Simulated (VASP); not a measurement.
# ZnS (F-43m) in VASP: further runs

The runs below take ZnS through relaxation of cell and atoms, with r2SCAN.

Everything below comes from runs of VASP 6.6.1. Logs are shortened: lines on timing, memory, paths and dates and some standing lists are left out, and cuts for length are marked.

### Step 1. The cell of the first run

The structure is cubic, space group F-43m (No. 216). The conventional cell has a = 5.389 Å, b = 5.389 Å, c = 5.389 Å, α = 90.00°, β = 90.00°, γ = 90.00°. Zn (site symmetry -43m) has 4 S at 2.33 Å within 3.1 Å. S (site symmetry -43m) has 4 Zn at 2.33 Å within 3.1 Å.

### Step 2. Relaxation of cell and atoms, r2SCAN, target pressure 10 GPa, at which the enthalpy is minimised

The input, POSCAR:

```
ZnS
1.0
    2.6945169102      2.6945169102      0.0000000000
   -2.6945169102      2.6945169102      0.0000000000
    0.0000000000      2.6945169102      2.6945169102
Zn S
1 1
Direct
    0.7500000000      0.2500000000      0.5000000000
    0.0000000000      0.0000000000      0.0000000000
```

The input, INCAR.step1:

```
SYSTEM = ZnS
  ALGO = Normal
  EDIFF = 1E-4
  ENCUT = 600
  GGA = PE
  ISMEAR = 0
  LASPH = .True.
  LCHARG = .False.
  LREAL = .False.
  LWAVE = .True.
  NELM = 100
  PREC = Accurate
  SIGMA = 0.01
```

The input, INCAR.step2:

```
SYSTEM = ZnS
  ALGO = Normal
  EDIFF = 1E-6
  EDIFFG = -0.002
  ENCUT = 600
  IBRION = 2
  ISIF = 3
  ISMEAR = 0
  ISTART = 1
  LASPH = .True.
  LCHARG = .False.
  LMIXTAU = .True.
  LREAL = .False.
  LWAVE = .False.
  METAGGA = R2SCAN
  NELM = 100
  NSW = 100
  PREC = Accurate
  PSTRESS = 100.0
  SIGMA = 0.01
```

The input, KPOINTS:

```
k-points
0
Gamma
  8 8 8
  0 0 0
```

Potentials or basis: VASP PAW PBE potentials, release 64 (Zn, S).

Run with:

```
$ cat potpaw_PBE.64/Zn/POTCAR potpaw_PBE.64/S/POTCAR > POTCAR
$ cp INCAR.step1 INCAR
$ mpirun -np 1 vasp_std > vasp.out
$ cp INCAR.step2 INCAR
$ mpirun -np 1 vasp_std > vasp.out
```

OUTCAR:

```text
SYSTEM = ZnS
   EDIFF = 1E-6
   EDIFFG = -0.002
   ENCUT = 600
   IBRION = 2
   ISIF = 3
   ISMEAR = 0
   ISTART = 1
   LASPH = .True.
   LREAL = .False.
   METAGGA = R2SCAN
   NELM = 100
   NSW = 100
   PREC = Accurate
   PSTRESS = 100.0

 ion  position               nearest neighbor table
   1  0.750  0.250  0.500-   2 2.33   2 2.33   2 2.33   2 2.33
   2  0.000  0.000  0.000-   1 2.33   1 2.33   1 2.33   1 2.33

  LATTYP: Found a face centered cubic cell.
 ALAT       =     5.3890338204

  Lattice vectors:

 A1 = (   0.0000000000,   2.6945169102,   2.6945169102)
 A2 = (   2.6945169102,   0.0000000000,   2.6945169102)
 A3 = (   2.6945169102,   2.6945169102,   0.0000000000)

Analysis of symmetry for initial positions (statically):
=====================================================================
 Subroutine PRICEL returns:
 Original cell was already a primitive cell.

 Routine SETGRP: Setting up the symmetry group for a
 face centered cubic supercell.

 Subroutine GETGRP returns: Found 24 space group operations
 (whereof 24 operations were pure point group operations)
 out of a pool of 48 trial point group operations.

The static configuration has the point symmetry T_d .

Analysis of symmetry for dynamics (positions and initial velocities):
=====================================================================
 Subroutine PRICEL returns:
 Original cell was already a primitive cell.

 Routine SETGRP: Setting up the symmetry group for a
 face centered cubic supercell.

 Subroutine GETGRP returns: Found 24 space group operations
 (whereof 24 operations were pure point group operations)
 out of a pool of 48 trial point group operations.

The dynamic configuration has the point symmetry T_d .

 Subroutine INISYM returns: Found 24 space group operations
 (whereof 24 operations are pure point group operations),
 and found     1 'primitive' translations

----------------------------------------------------------------------------------------

                                     Primitive cell

  volume of cell :      39.1267

  direct lattice vectors                    reciprocal lattice vectors
     2.694516910  2.694516910  0.000000000     0.185562020  0.185562020 -0.185562020
    -2.694516910  2.694516910  0.000000000    -0.185562020  0.185562020 -0.185562020
     0.000000000  2.694516910  2.694516910     0.000000000  0.000000000  0.371124039

  length of vectors
     3.810622358  3.810622358  3.810622358     0.321402846  0.321402846  0.371124039

  position of ions in fractional coordinates (direct lattice)
     0.750000000  0.250000000  0.500000000
     0.000000000  0.000000000  0.000000000

  ion indices of the primitive-cell ions
   primitive index   ion index
                 1           1
                 2           2

----------------------------------------------------------------------------------------

 KPOINTS: k-points

Automatic generation of k-mesh.
 Grid dimensions read from file:
 generate k-points for:    8    8    8

 Generating k-lattice:

  Cartesian coordinates                     Fractional coordinates (reciprocal lattice)
     0.023195252  0.023195252 -0.023195252     0.125000000  0.000000000  0.000000000
    -0.023195252  0.023195252 -0.023195252     0.000000000  0.125000000  0.000000000
     0.000000000  0.000000000  0.046390505     0.000000000  0.000000000  0.125000000

  Length of vectors
     0.040175356  0.040175356  0.046390505

  Shift w.r.t. Gamma in fractional coordinates (k-lattice)
     0.000000000  0.000000000  0.000000000

 Subroutine IBZKPT returns following result:
 ===========================================

 Found     29 irreducible k-points:

 Following reciprocal coordinates:
            Coordinates               Weight
  0.000000  0.000000  0.000000      1.000000
  0.125000  0.000000  0.000000      8.000000
  0.250000  0.000000  0.000000      8.000000
  0.375000  0.000000  0.000000      8.000000
  0.500000  0.000000  0.000000      4.000000
  0.125000  0.125000  0.000000     12.000000
[... 16 lines left out ...]
  0.375000  0.250000  0.125000     48.000000
  0.500000  0.250000  0.125000     24.000000
 [... further k-points ...]
   k-points           NKPTS =     29   k-points in BZ     NKDIM =     29   number of bands    NBANDS=     13
   number of dos      NEDOS =    301   number of ions     NIONS =      2
   total plane-waves  NPLWV =  27000
   dimension x,y,z NGX =    30 NGY =   30 NGZ =   30
   dimension x,y,z NGXF=    60 NGYF=   60 NGZF=   60
   ions per type =               1   1
   NGX,Y,Z   is equivalent  to a cutoff of  13.09, 13.09, 13.09 a.u.
   NGXF,Y,Z  is equivalent  to a cutoff of  26.18, 26.18, 26.18 a.u.
 SYSTEM =  ZnS
   PREC   = accura    normal or accurate (medium, high low for compatibility)
   ISTART =      1    job   : 0-new  1-cont  2-samecut
   ICHARG =      0    charge: 1-file 2-atom 10-const
   ISPIN  =      1    spin polarized calculation?
   LNONCOLLINEAR =      F non collinear calculations
   LSORBIT =      F    spin-orbit coupling
   LASPH  =      T    aspherical Exc in radial PAW
   ENCUT  =  600.0 eV  44.10 Ry    6.64 a.u.   7.61  7.61  7.61*2*pi/ulx,y,z
   NELM   =    100;   NELMIN=  2; NELMDL=  0     # of ELM steps
   EDIFF  = 0.1E-05   stopping-criterion for ELM
   LREAL  =      F    real-space projection
   EDIFFG = -.2E-02   stopping-criterion for IOM
   NSW    =    100    number of steps for IOM
   IBRION =      2    ionic relax: 0-MD 1-quasi-New 2-CG
   NFREE  =      1    steps in history (QN), initial steepest desc. (CG)
   ISIF   =      3    stress and relaxation
   ISYM   =      2    0-nonsym 1-usesym 2-fastsym
   POTIM  = 0.5000    time-step for ionic-motion
   TEBEG  =    0.0;   TEEND  =   0.0 temperature during run
   PSTRESS=  100.0 pullay stress
   NELECT =      18.0000    total number of electrons
   NUPDOWN=      -1.0000    fix difference up-down
   EMIN   =  10.00;   EMAX   =-10.00  energy-range for DOS
   EFERMI =   0.00;   METHOD = LEGACY
   ISMEAR =     0;   SIGMA  =   0.01  broadening in eV -4-tet -1-fermi 0-gaus
   EFERMI_NEDOS =   21; number of points for ismear=-14 and -15
   IALGO  =     38    algorithm
   IMIX   =      4    mixing-type and parameters
     AMIX     =   0.40;   BMIX     =  1.00
     AMIX_MAG =   1.60;   BMIX_MAG =  1.00
  volume/ion in A,a.u.               =      19.56       132.02
  Fermi-wavevector in a.u.,A,eV,Ry     =   1.263790  2.388216 21.730735  1.597164
  Thomas-Fermi vector in A             =   2.397128
   LORBIT       =      0    0 simple, 1 ext, 2 COOP (PROOUT), +10 PAW based schemes
   METAGGA = R2SCAN    functional components
   LHFCALC =     F    Hartree Fock is set to
   AEXX    =    0.0000 exact exchange contribution
   IVDW    =     0    specifies the selected vdW correction
   LEPSILON=     F    determine dielectric tensor
   LRPA    =     F    only Hartree local field effects (RPA)
 conjugate gradient relaxation of ions
 non-spin polarized calculation
 Gauss-broadening in eV      SIGMA  =   0.01
  energy-cutoff  :      600.00
  volume of cell :       39.13
 maximum number of plane-waves:      1323
   NGX = 15   NGY = 15   NGZ = 15

--------------------------------------- Ionic step        1  -------------------------------------------

 number of electron      18.0000017 magnetization

 Free energy of the ion-electron system (eV)
  ---------------------------------------------------
  ext. energy  EPLUGINS =         0.00000000
  ---------------------------------------------------
  free energy    TOTEN  =       -18.86764876 eV

  energy without entropy =      -18.86764876  energy(sigma->0) =      -18.86764876

------------------------ aborting loop because EDIFF is reached ----------------------------------------

  FORCE on cell =-STRESS in cart. coord.  units (eV):
  Direction    XX          YY          ZZ          XY          YZ          ZX
  --------------------------------------------------------------------------------------
  -------------------------------------------------------------------------------------
  Total        0.0002571      0.0002571      0.0002571     -0.0000000     -0.0000000     -0.0000000
  in kB        0.0105269      0.0105269      0.0105269     -0.0000000     -0.0000000     -0.0000000
  external PRESSURE =     -99.9894731 kB  Pullay stress =     100.0000000 kB
[... 61 lines left out ...]
  enthalpy is  TOTEN    =       -16.4649291936 eV   P V=        2.0354902917

--------------------------------------- Ionic step        3  -------------------------------------------

 number of electron      17.9999997 magnetization

 Free energy of the ion-electron system (eV)
  ---------------------------------------------------
  ext. energy  EPLUGINS =         0.00000000
  ---------------------------------------------------
  free energy    TOTEN  =       -18.76251015 eV

  energy without entropy =      -18.76251015  energy(sigma->0) =      -18.76251015

 E-fermi :   3.0055     XC(G=0): -10.8519

 val. band max:        2.9329638678   @ k =   0.0000   0.0000   0.0000
 cond. band min:       6.1348505813   @ k =   0.0000   0.0000   0.0000
 fundamental gap:      3.2018867135
 Fermi energy:         3.0054766048

 k-point     1 :       0.0000    0.0000    0.0000
  band No.  band energies     occupation
      1     -11.6002      2.00000
      2      -4.0831      2.00000
      3      -4.0830      2.00000
      4      -4.0829      2.00000
      5      -3.3868      2.00000
      6      -3.3868      2.00000
      7       2.9329      2.00000
      8       2.9329      2.00000
      9       2.9330      2.00000
     10       6.1349      0.00000
     11       9.7184      0.00000
     12       9.7185      0.00000
     13       9.7186      0.00000
[... 353 lines left out ...]
 k-point    24 :       0.5000    0.2500    0.1250
  band No.  band energies     occupation
      1     -10.2419      2.00000
      2      -3.9284      2.00000
      3      -3.8418      2.00000
      4      -3.5003      2.00000
      5      -3.3760      2.00000
      6      -3.0712      2.00000
      7      -2.6905      2.00000
      8       0.1704      2.00000
      9       1.1422      2.00000
     10       8.6137      0.00000
     11       9.1687      0.00000
     12      11.5549      0.00000
     13      12.8037      0.00000

 [... further k-points ...]

------------------------ aborting loop because EDIFF is reached ----------------------------------------

  FORCE on cell =-STRESS in cart. coord.  units (eV):
  Direction    XX          YY          ZZ          XY          YZ          ZX
  --------------------------------------------------------------------------------------
  -------------------------------------------------------------------------------------
  Total        2.2052506      2.2052506      2.2052506      0.0000000      0.0000000      0.0000000
  in kB       99.9198879     99.9198879     99.9198879      0.0000000      0.0000000      0.0000000
  external PRESSURE =      -0.0801121 kB  Pullay stress =     100.0000000 kB
[... 17 lines left out ...]
  FREE ENERGIE OF THE ION-ELECTRON SYSTEM (eV)
  ---------------------------------------------------
  free  energy   TOTEN  =       -18.7625101499 eV

  energy  without entropy=      -18.7625101499  energy(sigma->0) =      -18.76251015

  enthalpy is  TOTEN    =       -16.5554914765 eV   P V=        2.2070186734

 reached required accuracy - stopping structural energy minimisation
```

Run time: 5.8 min. Hardware: 1 thread of Intel Xeon 8259CL, shared host; peak memory 0.19 GiB.

What came out:

```
Free energy                                                : -18.7625 eV
Relaxed volume                                             : 17.68 Å³/atom
Relaxed cell                                               : a = 3.684 Å, b = 3.684 Å, c = 3.684 Å, α = 60.00°, β = 60.00°, γ = 90.00°
Space group after relaxing (to 0.1 Å)                      : F-43m (No. 216)
Energy change on relaxing (the run minimises the enthalpy) : +52.6 meV/atom
Ionic steps                                                : 3
Pressure after relaxing                                    : 10.0 GPa
Band gap on the k mesh                                     : 3.20 eV
```

The path:
```tsv
step	energy change (eV)	largest force (eV/Å)	pressure (GPa)	volume (Å³)
1	0.0000	0.0000	0.00	39.13
2	0.3672	0.0000	21.43	32.61
3	0.1051	0.0000	9.99	35.36
```

Final structure:
```cif
data_structure
_symmetry_space_group_name_H-M 'P 1'
_symmetry_Int_Tables_number 1
_cell_length_a 3.6842
_cell_length_b 3.6842
_cell_length_c 3.6842
_cell_angle_alpha 60.000
_cell_angle_beta 60.000
_cell_angle_gamma 90.000
_cell_volume 35.36
loop_
_atom_site_label
_atom_site_type_symbol
_atom_site_fract_x
_atom_site_fract_y
_atom_site_fract_z
_atom_site_occupancy
Zn1 Zn 0.75000 0.25000 0.50000 1
S1 S 0.00000 0.00000 0.00000 1
```

Levels at points of the mesh, in eV from the valence-band top:
| k point | band 6 | band 7 | band 8 | band 9 | band 10 | band 11 | band 12 | band 13 |
| --- | --- | --- | --- | --- | --- | --- | --- | --- |
| (0.00, 0.00, 0.00) | -6.32 | 0.00 | 0.00 | 0.00 | 3.20 | 6.79 | 6.79 | 6.79 |
| (0.50, 0.00, 0.00) | -6.25 | -6.03 | -1.06 | -1.06 | 4.03 | 7.29 | 7.29 | 9.82 |
| (0.50, 0.50, 0.00) | -6.06 | -5.07 | -2.72 | -2.72 | 3.46 | 4.41 | 12.68 | 13.60 |

Caveat: the cell is relaxed towards a set pressure, so the run minimises the enthalpy, not the energy; the PAW data sets were made with another functional, which shifts forces and pressure a little. A k mesh can miss the band edges.

### Step 3. Relaxation of cell and atoms, r2SCAN, target pressure 15 GPa, at which the enthalpy is minimised

POSCAR is that of step 2.

The input, INCAR.step1:

```
SYSTEM = ZnS
ALGO = Normal
EDIFF = 1E-4
ENCUT = 600
GGA = PE
ISMEAR = 0
LASPH = .True.
LCHARG = .False.
LREAL = .False.
LWAVE = .True.
NELM = 60
PREC = Accurate
SIGMA = 0.01
```

The input, INCAR.step2:

```
SYSTEM = ZnS
ALGO = Normal
EDIFF = 1E-7
EDIFFG = -0.002
ENCUT = 600
IBRION = 2
ISIF = 3
ISMEAR = 0
ISTART = 1
LASPH = .True.
LCHARG = .False.
LMIXTAU = .True.
LREAL = .False.
LWAVE = .False.
METAGGA = R2SCAN
NELM = 60
NSW = 100
PREC = Accurate
PSTRESS = 150.0
SIGMA = 0.01
```

KPOINTS is that of step 2.

Potentials or basis: VASP PAW PBE potentials, release 64 (Zn, S).

Run with:

```
$ cat potpaw_PBE.64/Zn/POTCAR potpaw_PBE.64/S/POTCAR > POTCAR
$ cp INCAR.step1 INCAR
$ mpirun -np 1 vasp_std > vasp.out
$ cp INCAR.step2 INCAR
$ mpirun -np 1 vasp_std > vasp.out
```

Run time: 12 min. Hardware: 1 thread of Intel Xeon 8259CL, shared host; peak memory 0.19 GiB.

The run converged. Its results:

| Item | Value |
| --- | --- |
| Free energy | -18.6602 eV |
| Relaxed volume | 17.02 Å³/atom |
| Relaxed cell | a = 3.637 Å, b = 3.637 Å, c = 3.637 Å, α = 60.00°, β = 60.00°, γ = 90.00° |
| Space group after relaxing (to 0.1 Å) | F-43m (No. 216) |
| Energy change on relaxing (the run minimises the enthalpy) | +103.7 meV/atom |
| Ionic steps | 8 |
| Pressure after relaxing | 15.0 GPa |
| Band gap on the k mesh | 3.36 eV (least direct gap 3.39 eV) |

Step by step:
```csv
step,energy change (eV),largest force (eV/Å),pressure (GPa),volume (Å³)
1,0.0000,0.0000,0.00,39.13
2,0.9256,0.0000,40.28,29.64
3,0.1992,0.0000,14.59,34.12
4,0.2080,0.0000,15.25,34.02
5,0.1970,0.0000,14.18,34.14
6,0.2058,0.0000,14.91,34.05
7,0.2064,0.0000,14.94,34.04
8,0.2075,0.0000,14.99,34.03
```

Final structure:
```xyz
2
Lattice="2.5721 2.5721 0.0000 -2.5721 2.5721 0.0000 0.0000 2.5721 2.5721" Properties=species:S:1:pos:R:3 pbc="T T T"
Zn    1.2860    3.8581    1.2860
S     0.0000    0.0000    0.0000
```

Levels at points of the mesh, in eV from the valence-band top:
```csv
k point,band 6,band 7,band 8,band 9,band 10,band 11,band 12,band 13
"(0.00, 0.00, 0.00)",-6.48,0.00,0.00,0.00,3.39,6.73,6.73,6.73
"(0.50, 0.00, 0.00)",-6.44,-6.18,-1.13,-1.13,4.09,7.24,7.24,9.95
"(0.50, 0.50, 0.00)",-6.21,-5.25,-2.89,-2.89,3.36,4.37,13.02,13.86
```

Caveat: the cell is relaxed towards a set pressure, so the run minimises the enthalpy, not the energy; the PAW data sets were made with another functional, which shifts forces and pressure a little. A k mesh can miss the band edges.
